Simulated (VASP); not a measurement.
Crystal: Dy3C.

```
Dy C
1.0
     2.18910   -2.40474    0.00000
     2.18910    2.40474    0.00000
     0.00000    0.00000    9.50900
Dy C
3 1
Direct
  0.50000 0.50000 0.24939
  0.50000 0.50000 0.75061
  0.00000 0.00000 0.00000
  0.50000 0.50000 0.50000
```

The cell was generated, and may not be a known phase.

```yaml
Program: VASP 6.6.1
Task: relaxation of cell and atoms
Functional: PBE
Potentials_or_basis: VASP PAW PBE potentials, release 64 (Dy_3, C), 4f in core
Cutoff: 600 eV
k_mesh: 6 × 6 × 2
Occupations: gaussian, width 0.2 eV
Spin: no spin polarisation
```

At the start: pressure 6.0 GPa; volume 25.03 Å³/atom.

Question: How do energy, volume and symmetry change on relaxing?

Answer: Over 25 steps the energy falls by 229.3 meV/atom and the volume is 28.65 Å³/atom (+14.5 %); space group Cmmm (No. 65, to 0.1 Å) before and after.

Step by step:
| step | energy change (eV) | largest force (eV/Å) | pressure (GPa) | volume (Å³) |
| --- | --- | --- | --- | --- |
| 1 | 0.0000 | 1.6505 | 6.04 | 100.12 |
| 2 | -0.5438 | 1.0658 | 0.32 | 114.37 |
| 3 | -0.6174 | 0.7774 | -2.10 | 124.40 |
| 4 | -0.6823 | 0.1934 | 0.69 | 121.39 |
| 5 | -0.6988 | 0.1619 | -0.27 | 122.30 |
| 6 | -0.6988 | 0.1464 | -0.23 | 122.25 |
| 7 | -0.7077 | 0.1183 | -0.12 | 121.35 |
| 8 | -0.7208 | 0.0268 | 0.31 | 118.63 |
| 9 | -0.7253 | 0.0880 | -0.27 | 119.75 |
| 10 | -0.7255 | 0.0993 | -0.37 | 119.97 |
| 11 | -0.7280 | 0.0867 | -0.41 | 120.05 |
| 12 | -0.7360 | 0.0502 | -0.51 | 120.28 |
| 13 | -0.7539 | 0.0169 | -0.69 | 120.66 |
| 14 | -0.8019 | 0.1411 | -0.94 | 121.05 |
| 15 | -0.8416 | 0.5997 | -0.70 | 120.33 |
| 16 | -0.8461 | 0.3533 | -0.99 | 120.93 |
| 17 | -0.8496 | 0.4033 | -0.95 | 120.84 |
| 18 | -0.8561 | 0.4456 | -0.84 | 120.53 |
| 19 | -0.8619 | 0.5202 | -0.63 | 119.98 |
| 20 | -0.8624 | 0.5484 | -0.56 | 119.78 |
| 21 | -0.8704 | 0.5064 | -0.52 | 119.37 |
| 22 | -0.8905 | 0.3784 | -0.40 | 118.14 |
| 23 | -0.9129 | 0.1182 | -0.10 | 115.70 |
| 24 | -0.9149 | 0.0048 | 0.05 | 114.67 |
| 25 | -0.9173 | 0.0368 | 0.20 | 114.61 |

Final structure:
```
Dy C
1.0
     1.87273   -3.00981    0.00000
     1.87273    3.00981    0.00000
     0.00000    0.00000   10.16682
Dy C
3 1
Direct
  0.50000 0.50000 0.28173
  0.50000 0.50000 0.71827
  0.00000 0.00000 0.00000
  0.50000 0.50000 0.50000
```

Caveat: the relaxation stopped at a loose force limit of 0.08 eV/Å, so its end isn't a converged minimum.
